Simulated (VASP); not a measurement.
Here is a VASP 6.6.1 calculation.

The input INCAR:

```
ALGO = Normal
EDIFF = 1E-6
EDIFFG = -0.01
ENCUT = 600
GGA = PE
IBRION = 2
ISIF = 3
ISMEAR = 0
LASPH = T
LCHARG = F
LREAL = F
LWAVE = F
NELM = 80
NSW = 100
PREC = Accurate
SIGMA = 0.1
```

KPOINTS

```
k-points
0
Gamma
  10 10 10
```

Contents of POSCAR:

```
Be6N
1.0
    4.1220308742      0.0000000000      0.0000000000
    0.0000000000      4.1220308742      0.0000000000
    0.0000000000      0.0000000000      4.1220308742
Be N
6 1
Direct
    0.5000000000      0.0000000000      0.0000000000
    0.0000000000      0.5000000000      0.0000000000
    0.0000000000      0.0000000000      0.5000000000
    0.0000000000      0.5000000000      0.5000000000
    0.5000000000      0.0000000000      0.5000000000
    0.5000000000      0.5000000000      0.0000000000
    0.5000000000      0.5000000000      0.5000000000
```

Potentials or basis: VASP PAW PBE potentials, release 64 (Be, N).

Run with:

```sh
$ cat potpaw_PBE.64/Be/POTCAR potpaw_PBE.64/N/POTCAR > POTCAR
$ mpirun -np 1 vasp_std > vasp.out
```

What does it give for the band gap on the k mesh?

Zero (an odd number of electrons rules out a gap without spin polarisation).

Final structure:
```cif
data_structure
_symmetry_space_group_name_H-M 'P 1'
_symmetry_Int_Tables_number 1
_cell_length_a 4.1220
_cell_length_b 4.1220
_cell_length_c 4.1220
_cell_angle_alpha 90.000
_cell_angle_beta 90.000
_cell_angle_gamma 90.000
_cell_volume 70.04
loop_
_atom_site_label
_atom_site_type_symbol
_atom_site_fract_x
_atom_site_fract_y
_atom_site_fract_z
_atom_site_occupancy
Be1 Be 0.50000 0.00000 0.00000 1
Be2 Be 0.00000 0.50000 0.00000 1
Be3 Be 0.00000 0.00000 0.50000 1
Be4 Be 0.00000 0.50000 0.50000 1
Be5 Be 0.50000 0.00000 0.50000 1
Be6 Be 0.50000 0.50000 0.00000 1
N1 N 0.50000 0.50000 0.50000 1
```

Caveat: the relaxation stopped at its first step, so nothing moved.
